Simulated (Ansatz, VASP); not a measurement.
## S: VASP beside Ansatz

```
S
1.0
     6.77080    0.00000    0.00000
    -3.38540    5.86369    0.00000
     0.00000    0.00000    2.13456
S
3
Direct
  0.00000 0.00000 0.00000
  0.33333 0.66667 0.50000
  0.66667 0.33333 0.50000
```

Alike in both runs: functional PBE; k mesh 8 × 8 × 11; occupations fermi-dirac, width 0.1 eV; no spin polarisation.

Ansatz relaxed the structure, and its values are those at the end. VASP's run is a single point on that final structure, the one shown.

```csv
,VASP,Ansatz
version,VASP 6.6.1,Ansatz 0.2.0
potentials or method,"VASP PAW PBE potentials, release 64 (S)","PAW with Ansatz's default frozen-core files, scalar-relativistic"
plane-wave cutoff (eV),520,420
valence electrons in the cell,18,18
```

Ansatz gave:

```
pressure (GPa) : 0.0
```

Problem. Which values does VASP return?

Solution. Pressure (GPa): -0.2.
